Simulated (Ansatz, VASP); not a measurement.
This is a calculation of CdF2 for VASP 6.6.1.

INCAR

```
SYSTEM = CdF2
  PREC = Accurate
  ENCUT = 520
  EDIFF = 1E-7
  ISMEAR = 0
  SIGMA = 0.011
  LREAL = .FALSE.
  LASPH = .TRUE.
  NELM = 80
  ALGO = Normal
  ISIF = 2
  LWAVE = .FALSE.
  LCHARG = .FALSE.
  GGA = PE
  NBANDS = 20
```

KPOINTS

```
Automatic mesh
0
G
  9 9 9
  0 0 0
```

The input POSCAR:

```
CdF2
1.0
    0.0000000000      2.6940000000      2.6940000000
    2.6940000000      0.0000000000      2.6940000000
    2.6940000000      2.6940000000      0.0000000000
Cd F
1 2
Direct
    0.0000000000      0.0000000000      0.0000000000
    0.7500000000      0.7500000000      0.7500000000
    0.2500000000      0.2500000000      0.2500000000
```

Potentials or basis: VASP PAW PBE potentials, release 64 (Cd, F).

Command:

```bash
$ cat potpaw_PBE.64/Cd/POTCAR potpaw_PBE.64/F/POTCAR > POTCAR
$ mpirun -np 1 vasp_std > vasp.out
```

Question: Set up the same calculation for Ansatz 0.2.0. Potentials there: Ansatz PAW.

Answer: As run (the cutoff follows the program's own potentials):

input.yaml

```yaml
crystal:
  lattice:
    - [0.0, 2.694, 2.694]
    - [2.694, 0.0, 2.694]
    - [2.694, 2.694, 0.0]
  atoms:
    - { symbol: Cd, position: [0.0, 0.0, 0.0] }
    - { symbol: F, position: [0.75, 0.75, 0.75] }
    - { symbol: F, position: [0.25, 0.25, 0.25] }
hamiltonian:
  xc: pbe
  pseudopotentials: { kind: paw }
kpoints:
  mp_grid: { grid: [9, 9, 9] }
scf:
  occupations: { method: gaussian, width: 0.011 }
output:
  forces: true
  stress: true
  eigenvalues: true
```

Potentials or basis: Ansatz PAW.

Command:

```sh
$ ansatz run input.yaml --threads 2 --pin off --max-ram 5632MiB --backend cpu --events-out ev --progress --plain --runs-dir out
```

Both were run:

|  | VASP | Ansatz | Ansatz less VASP |
| --- | --- | --- | --- |
| gap on the k mesh at the Fermi level (eV) | 3.10 | 3.13 | +0.033 |
| least direct gap on the mesh (eV) | 3.57 | 3.60 | +0.031 |
| pressure (GPa) | 6.2 | 5.5 | -0.73 |

VASP's potentials hold 26 valence electrons a cell and Ansatz's 34, so a difference there can come from the potentials and not from the codes.

Noted on Ansatz's run: odd divisions of the mesh miss points on the zone boundary, where band edges often lie, so the gap on the mesh can be too wide.
